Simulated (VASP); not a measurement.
Wanted: the native input for a VASP 6.6.1 run.

| Item | Value |
| --- | --- |
| Task | relaxation of cell and atoms |
| Functional | r2SCAN |
| Potentials or basis | VASP PAW PBE potentials, release 64 (Si, N) |
| Cutoff | 600 eV |
| k mesh | 6 × 6 × 6 |
| Occupations | gaussian, width 0.02 eV |
| Spin | no spin polarisation |
| Dipole correction | no |
| Further INCAR settings | ALGO = Normal; EDIFF = 1e-06; IBRION = 2; EDIFFG = -0.005; NSW = 70; ISIF = 3 |

The system is Si3N4.

```
Si N
1.0
     0.00000    3.89462    3.89462
     3.89462    0.00000    3.89462
     3.89462    3.89462    0.00000
Si N
6 8
Direct
  0.12500 0.12500 0.62500
  0.12500 0.62500 0.12500
  0.62500 0.12500 0.12500
  0.12500 0.12500 0.12500
  0.75000 0.75000 0.75000
  0.50000 0.50000 0.50000
  0.36754 0.36754 0.36754
  0.35263 0.88246 0.88246
  0.88246 0.88246 0.35263
  0.88246 0.35263 0.88246
  0.36754 0.36754 0.89737
  0.36754 0.89737 0.36754
  0.88246 0.88246 0.88246
  0.89737 0.36754 0.36754
```

One way to write it, as run:

POSCAR

```
Si3N4
1.0
    0.0000000000      3.8946186227      3.8946186227
    3.8946186227      0.0000000000      3.8946186227
    3.8946186227      3.8946186227      0.0000000000
Si N
6 8
Direct
    0.1250000000      0.1250000000      0.6250000000
    0.1250000000      0.6250000000      0.1250000000
    0.6250000000      0.1250000000      0.1250000000
    0.1250000000      0.1250000000      0.1250000000
    0.7500000000      0.7500000000      0.7500000000
    0.5000000000      0.5000000000      0.5000000000
    0.3675422916      0.3675422916      0.3675422916
    0.3526268749      0.8824577084      0.8824577084
    0.8824577084      0.8824577084      0.3526268749
    0.8824577084      0.3526268749      0.8824577084
    0.3675422916      0.3675422916      0.8973731251
    0.3675422916      0.8973731251      0.3675422916
    0.8824577084      0.8824577084      0.8824577084
    0.8973731251      0.3675422916      0.3675422916
```

INCAR.step1

```
PREC = Accurate
ENCUT = 600
ISMEAR = 0
SIGMA = 0.02
LREAL = False
LASPH = True
NELM = 80
GGA = PE
ALGO = Normal
EDIFF = 1E-4
LWAVE = True
LCHARG = False
```

INCAR.step2

```
PREC = Accurate
ENCUT = 600
EDIFF = 1E-6
ISMEAR = 0
SIGMA = 0.02
LREAL = False
LASPH = True
NELM = 80
ALGO = Normal
ISIF = 3
LWAVE = False
LCHARG = False
METAGGA = R2SCAN
LMIXTAU = True
IBRION = 2
NSW = 70
EDIFFG = -0.005
ISTART = 1
```

KPOINTS

```
regular mesh
0
Gamma
  6 6 6
```

Potentials or basis: VASP PAW PBE potentials, release 64 (Si, N).

Run with:

```sh
$ cat potpaw_PBE.64/Si/POTCAR potpaw_PBE.64/N/POTCAR > POTCAR
$ cp INCAR.step1 INCAR
$ mpirun -np 1 vasp_std > vasp.out
$ cp INCAR.step2 INCAR
$ mpirun -np 1 vasp_std > vasp.out
```

Results of the run:

* Relaxed volume: 8.25 Å³/atom
* Relaxed cell: a = 5.467 Å, b = 5.467 Å, c = 5.467 Å, α = 60.00°, β = 60.00°, γ = 60.00°
* Space group after relaxing (to 0.1 Å): Fd-3m (No. 227)
* Energy gained by relaxing: 3.9 meV/atom
* Ionic steps: 6
* Pressure after relaxing: 0.1 GPa
* Band gap on the k mesh: 4.03 eV (least direct gap 4.05 eV)

Caveat: the PAW data sets were made with another functional, which shifts forces and pressure a little.

It took 14 min on 1 thread of Intel(R) Xeon(R) 6975P-C (Granite Rapids), with other jobs on the host, peak memory 0.39 GiB.
